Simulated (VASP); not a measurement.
# C in VASP: a series of runs, part 2 of 2

VASP 6.6.1.

**4. Single point, PBE+D3(BJ)**

INCAR reads:

```
PREC = Accurate ; ENCUT = 520
EDIFF = 1E-7 ; ISMEAR = -1
SIGMA = 0.05 ; LREAL = Auto
LASPH = True ; NELM = 80
ALGO = Normal ; ISIF = 2
LWAVE = False ; LCHARG = False
GGA = PE ; IVDW = 12
NBANDS = 51
```

KPOINTS reads:

```
regular mesh
0
Gamma
  2 2 1
```

POSCAR reads:

```
C
1.0
    7.3980000000      0.0000000000      0.0000000000
   -3.6990000000      6.4068560000      0.0000000000
    0.0000000000      0.0000000000     11.0000000000
C
18
Direct
    0.0023824931     -0.0004526401      0.0884363636
    0.2239344956      0.1173742628      0.0951000000
   -0.0001841235      0.3342357000      0.0917000000
    0.2233291281      0.4470367369      0.0941000000
   -0.0002877553      0.6611979417      0.0911545455
    0.2251271757      0.7822089337      0.0912000000
    0.3320339052      0.0064306112      0.0885363636
    0.5569878798      0.1124888713      0.0897636364
    0.3351362843      0.3413999004      0.0872454545
    0.5489682713      0.4419484377      0.0911454545
    0.3354947670      0.6639606072      0.0890818182
    0.5564401161      0.7693008864      0.0897181818
    0.6698198689      0.0029811814      0.0922636364
    0.8890965530      0.1060114352      0.0904000000
    0.6689624688      0.3399795469      0.0929181818
    0.8871506456      0.4419952626      0.0888181818
    0.6625221463      0.6592156902      0.0920909091
    0.8830998215      0.7726878831      0.0927090909
```

Command:

```sh
$ cat potpaw_PBE.64/C/POTCAR > POTCAR
$ mpirun -np 1 vasp_std > vasp.out
```

Run time: 2.2 min. Hardware: 1 thread of Intel Xeon 6975P-C (Granite Rapids), shared host; peak memory 0.56 GiB.

The run converged. Its results:

```
Free energy                : -166.5765 eV
Largest force              : 2.883 eV/Å
Band gap on the k mesh     : 0.01 eV
Dispersion energy per atom : -0.089 eV
```

Forces in eV/Å, atoms in the order of the input:
```
C   -0.376 -0.998  0.803
C   -0.173 -0.967 -1.222
C    0.340 -1.108 -0.056
C   -1.048 -0.541 -0.779
C   -0.507  2.838  0.036
C   -0.423 -1.378 -0.331
C    1.472 -0.691  0.618
C   -0.243  0.867  0.269
C   -0.352 -2.178  1.027
C    1.929  0.307 -0.100
C   -0.960  2.122  0.362
C   -1.666  2.309  0.141
C   -0.072 -1.909 -0.477
C   -0.874  1.957  0.074
C   -0.302 -2.784 -0.521
C    0.633 -0.041  0.569
C    0.220  1.728 -0.118
C    2.402  0.467 -0.296
```

Levels at points of the mesh, in eV from the valence-band top:
| k point | band 33 | band 34 | band 35 | band 36 | band 37 | band 38 | band 39 | band 40 |
| --- | --- | --- | --- | --- | --- | --- | --- | --- |
| (0.00, 0.00, 0.00) | -3.15 | -2.80 | -0.17 | 0.00 | 0.01 | 0.16 | 3.15 | 4.48 |
| (0.50, 0.00, 0.00) | -2.76 | -2.59 | -2.52 | -2.24 | 1.56 | 2.30 | 2.48 | 2.62 |
| (0.00, 0.50, 0.00) | -2.70 | -2.65 | -2.49 | -2.35 | 1.77 | 2.31 | 2.45 | 2.57 |
| (0.50, 0.50, 0.00) | -2.71 | -2.64 | -2.52 | -2.25 | 1.58 | 2.35 | 2.47 | 2.51 |

Caveat: the k points lie up to 0.49 Å⁻¹ apart.

**5. Single point, PBE+D3(BJ)**

INCAR reads:

```
PREC = Accurate
ENCUT = 520
EDIFF = 1E-7
ISMEAR = -1
SIGMA = 0.05
LREAL = Auto
LASPH = T
NELM = 100
ALGO = Normal
ISIF = 2
LWAVE = F
LCHARG = F
GGA = PE
IVDW = 12
NBANDS = 51
```

KPOINTS is that of step 4.

POSCAR reads:

```
C
1.0
    7.3980000000      0.0000000000      0.0000000000
   -3.6990000000      6.4068560000      0.0000000000
    0.0000000000      0.0000000000     11.0000000000
C
18
Direct
    0.0021121498     -0.0004526401      0.0929636364
    0.2242169057      0.1204803105      0.0847272727
    0.0010840586      0.3318788498      0.0896818182
    0.2224415875      0.4468026127      0.0895636364
   -0.0001527740      0.6592781233      0.0900909091
    0.2291415544      0.7844253094      0.0903454545
    0.3356306324      0.0081631302      0.0949090909
    0.5536419655      0.1099603300      0.0954454545
    0.3308804277      0.3399171138      0.0949181818
    0.5515742133      0.4440243389      0.0898363636
    0.3357289716      0.6674568618      0.0916363636
    0.5566915697      0.7716421284      0.0915818182
    0.6688575683      0.0002185159      0.0893818182
    0.8923432145      0.1072600976      0.0903636364
    0.6671606937      0.3418369322      0.0866000000
    0.8855436336      0.4419172212      0.0930818182
    0.6628449068      0.6547517222      0.0897090909
    0.8802593452      0.7704402908      0.0915181818
```

Potentials or basis: VASP PAW PBE potentials, release 64 (C).

Command:

```sh
$ cat potpaw_PBE.64/C/POTCAR > POTCAR
$ mpirun -np 1 vasp_std > vasp.out
```

OUTCAR:

```text
PREC = Accurate
   ENCUT = 520
   EDIFF = 1E-7
   ISMEAR = -1
   LREAL = Auto
   LASPH = T
   NELM = 100
   ISIF = 2
   GGA = PE
   IVDW = 12
 IVDW          = 12

 ion  position               nearest neighbor table
   1  0.002  1.000  0.093-  14 1.39   2 1.43  18 1.47
   2  0.224  0.120  0.085-   9 1.41   1 1.43   7 1.44
   3  0.001  0.332  0.090-   4 1.42  14 1.44  16 1.45
   4  0.222  0.447  0.090-   9 1.38  11 1.41   3 1.42
   5  1.000  0.659  0.090-  16 1.39   6 1.47  18 1.48
   6  0.229  0.784  0.090-  11 1.43   7 1.43   5 1.47
[... 10 lines left out ...]
  17  0.663  0.655  0.090-  10 1.35  18 1.39  12 1.43
  18  0.880  0.770  0.092-  17 1.39   1 1.47   5 1.48

  LATTYP: Found a hexagonal cell.
 ALAT       =     7.3980000000
 C/A-ratio  =     1.4868883482

  Lattice vectors:

 A1 = (   7.3980000000,   0.0000000000,   0.0000000000)
 A2 = (  -3.6990000000,   6.4068560000,   0.0000000000)
 A3 = (   0.0000000000,   0.0000000000,  11.0000000000)

Analysis of symmetry for initial positions (statically):
=====================================================================
 Subroutine PRICEL returns:
 Original cell was already a primitive cell.

 Routine SETGRP: Setting up the symmetry group for a
 hexagonal supercell.

 Subroutine GETGRP returns: Found  1 space group operations
 (whereof  1 operations were pure point group operations)
 out of a pool of 24 trial point group operations.

The static configuration has the point symmetry C_1 .

Analysis of symmetry for dynamics (positions and initial velocities):
=====================================================================
 Subroutine PRICEL returns:
 Original cell was already a primitive cell.

 Routine SETGRP: Setting up the symmetry group for a
 hexagonal supercell.

 Subroutine GETGRP returns: Found  1 space group operations
 (whereof  1 operations were pure point group operations)
 out of a pool of 24 trial point group operations.

The dynamic configuration has the point symmetry C_1 .

 Subroutine INISYM returns: Found  1 space group operations
 (whereof  1 operations are pure point group operations),
 and found     1 'primitive' translations

----------------------------------------------------------------------------------------

                                     Primitive cell

  volume of cell :     521.3771

  direct lattice vectors                    reciprocal lattice vectors
     7.398000000  0.000000000  0.000000000     0.135171668  0.078041398  0.000000000
    -3.699000000  6.406856000  0.000000000     0.000000000  0.156082796  0.000000000
     0.000000000  0.000000000 11.000000000     0.000000000  0.000000000  0.090909091

  length of vectors
     7.398000000  7.398000054 11.000000000     0.156082797  0.156082796  0.090909091

  position of ions in fractional coordinates (direct lattice)
     0.002112150  0.999547360  0.092963636
     0.224216906  0.120480310  0.084727273
     0.001084059  0.331878850  0.089681818
     0.222441588  0.446802613  0.089563636
     0.999847226  0.659278123  0.090090909
[... 54 lines left out ...]
     0.000000000  0.000000000  0.000000000

 Subroutine IBZKPT returns following result:
 ===========================================

 Found      4 irreducible k-points:

 Following reciprocal coordinates:
            Coordinates               Weight
  0.000000  0.000000  0.000000      1.000000
  0.500000 -0.000000  0.000000      1.000000
  0.000000  0.500000  0.000000      1.000000
  0.500000  0.500000  0.000000      1.000000
   k-points           NKPTS =      4   k-points in BZ     NKDIM =      4   number of bands    NBANDS=     51
   number of dos      NEDOS =    301   number of ions     NIONS =     18
   total plane-waves  NPLWV = 263424
   dimension x,y,z NGX =    56 NGY =   56 NGZ =   84
   dimension x,y,z NGXF=   112 NGYF=  112 NGZF=  168
   ions per type =              18
   NGX,Y,Z   is equivalent  to a cutoff of  12.58, 12.58, 12.70 a.u.
   NGXF,Y,Z  is equivalent  to a cutoff of  25.17, 25.17, 25.39 a.u.
 SYSTEM =  unknown system
   PREC   = accura    normal or accurate (medium, high low for compatibility)
   ISTART =      0    job   : 0-new  1-cont  2-samecut
   ICHARG =      2    charge: 1-file 2-atom 10-const
   ISPIN  =      1    spin polarized calculation?
   LNONCOLLINEAR =      F non collinear calculations
   LSORBIT =      F    spin-orbit coupling
   LASPH  =      T    aspherical Exc in radial PAW
   ENCUT  =  520.0 eV  38.22 Ry    6.18 a.u.  13.76 13.76 20.45*2*pi/ulx,y,z
   NELM   =    100;   NELMIN=  2; NELMDL= -5     # of ELM steps
   EDIFF  = 0.1E-06   stopping-criterion for ELM
   LREAL  =      T    real-space projection
   EDIFFG = 0.1E-05   stopping-criterion for IOM
   NSW    =      0    number of steps for IOM
   IBRION =     -1    ionic relax: 0-MD 1-quasi-New 2-CG
   NFREE  =      0    steps in history (QN), initial steepest desc. (CG)
   ISIF   =      2    stress and relaxation
   ISYM   =      2    0-nonsym 1-usesym 2-fastsym
   POTIM  = 0.5000    time-step for ionic-motion
   TEBEG  =    0.0;   TEEND  =   0.0 temperature during run
   PSTRESS=    0.0 pullay stress
   NELECT =      72.0000    total number of electrons
   NUPDOWN=      -1.0000    fix difference up-down
   EMIN   =  10.00;   EMAX   =-10.00  energy-range for DOS
   EFERMI =   0.00;   METHOD = LEGACY
   ISMEAR =    -1;   SIGMA  =   0.05  broadening in eV -4-tet -1-fermi 0-gaus
   EFERMI_NEDOS =   21; number of points for ismear=-14 and -15
   IALGO  =     38    algorithm
   IMIX   =      4    mixing-type and parameters
     AMIX     =   0.40;   BMIX     =  1.00
     AMIX_MAG =   1.60;   BMIX_MAG =  1.00
  volume/ion in A,a.u.               =      28.97       195.47
  Fermi-wavevector in a.u.,A,eV,Ry     =   0.846191  1.599069  9.742302  0.716039
  Thomas-Fermi vector in A             =   1.961499
   LORBIT       =      0    0 simple, 1 ext, 2 COOP (PROOUT), +10 PAW based schemes
   GGA     = PE    functional components
   LHFCALC =     F    Hartree Fock is set to
   AEXX    =    0.0000 exact exchange contribution
   IVDW    =    12    specifies the selected vdW correction
   LEPSILON=     F    determine dielectric tensor
   LRPA    =     F    only Hartree local field effects (RPA)
 non-spin polarized calculation
  energy-cutoff  :      520.00
  volume of cell :      521.38
 maximum number of plane-waves:     14099
 NGX is ok and might be reduce to    56
   NGX = 27   NGY = 27   NGZ = 41

 number of electron      72.0000005 magnetization

 Free energy of the ion-electron system (eV)
  ---------------------------------------------------
  ext. energy  EPLUGINS =         0.00000000
  ---------------------------------------------------
  free energy    TOTEN  =      -164.77681589 eV

  energy without entropy =     -164.74907962  energy(sigma->0) =     -164.76294775

 E-fermi :  -1.5157     XC(G=0):  -3.8913

 val. band max:       -1.6070483793   @ k =   0.0000   0.0000   0.0000
 cond. band min:      -1.4247749198   @ k =   0.0000   0.0000   0.0000
 fundamental gap:      0.1822734596
 Fermi energy:        -1.5156619092

 k-point     1 :       0.0000    0.0000    0.0000
  band No.  band energies     occupation
      1     -21.0754      2.00000
      2     -18.7869      2.00000
      3     -18.6423      2.00000
      4     -18.4579      2.00000
      5     -18.4009      2.00000
      6     -18.3799      2.00000
[... 193 lines left out ...]
     47       4.3426      0.00000
     48       4.6589      0.00000
 [bands above 48 left out]

------------------------ aborting loop because EDIFF is reached ----------------------------------------

 Edisp (eV)   -1.59912

 E8    (eV) :    -0.4974

  FORCE on cell =-STRESS in cart. coord.  units (eV):
  Direction    XX          YY          ZZ          XY          YZ          ZX
  --------------------------------------------------------------------------------------
  -------------------------------------------------------------------------------------
  Total       2.03518     2.75643    -0.48005     0.06044     0.18895     0.16775
  in kB       6.25405     8.47042    -1.47517     0.18573     0.58062     0.51550
  external pressure =        4.42 kB  Pullay stress =        0.00 kB

 VOLUME and BASIS-vectors are now :
 -----------------------------------------------------------------------------
  energy-cutoff  :      520.00
  volume of cell :      521.38
      direct lattice vectors                 reciprocal lattice vectors
     7.398000000  0.000000000  0.000000000     0.135171668  0.078041398  0.000000000
    -3.699000000  6.406856000  0.000000000     0.000000000  0.156082796  0.000000000
     0.000000000  0.000000000 11.000000000     0.000000000  0.000000000  0.090909091

 POSITION                                       TOTAL-FORCE (eV/Angst)
 -----------------------------------------------------------------------------------
     -3.68170      6.40396      1.02260        -0.269989     -0.731848     -0.804086
      1.21310      0.77190      0.93200        -0.052609     -1.432496      1.616647
     -1.21960      2.12630      0.98650        -0.160078     -0.537514      0.187760
     -0.00710      2.86260      0.98520        -1.500792     -0.281841      0.458111
      4.95820      4.22390      0.99100        -1.225353      2.691933      0.223708
     -1.20640      5.02570      0.99380        -0.852892     -1.310982      0.356450
[... 10 lines left out ...]
      2.48180      4.19490      0.98680        -0.686760      3.853111      0.211677
      3.66230      4.93610      1.00670         3.313255      0.309571     -0.123582
 -----------------------------------------------------------------------------------
    total drift:                                0.024171     -0.015654     -0.024156

  FREE ENERGIE OF THE ION-ELECTRON SYSTEM (eV)
  ---------------------------------------------------
  free  energy   TOTEN  =      -166.3759361646 eV

  energy  without entropy=     -166.3481998909  energy(sigma->0) =     -166.36206803
```

It took 2.3 min on 1 thread of Intel Xeon 6975P-C (Granite Rapids), shared host; peak memory 0.55 GiB.

Results:

```
Free energy                : -166.3759 eV
Largest force              : 3.920 eV/Å
Band gap on the k mesh     : 0.18 eV
Dispersion energy per atom : -0.089 eV
```

Forces on the atoms (eV/Å):
```
C   -0.270 -0.732 -0.804
C   -0.053 -1.432  1.617
C   -0.160 -0.538  0.188
C   -1.501 -0.282  0.458
C   -1.225  2.692  0.224
C   -0.853 -1.311  0.356
C    0.496 -1.288 -0.755
C    0.923  1.483 -0.836
C    0.936 -1.723 -1.153
C    0.869 -1.440  0.066
C   -0.431  1.614 -0.127
C   -1.123  1.875 -0.161
C   -0.515 -1.575  0.667
C   -1.123  1.450 -0.010
C    0.475 -3.206  1.036
C    0.929  0.251 -0.853
C   -0.687  3.853  0.212
C    3.313  0.310 -0.124
```

Caveat: the k points lie up to 0.49 Å⁻¹ apart.
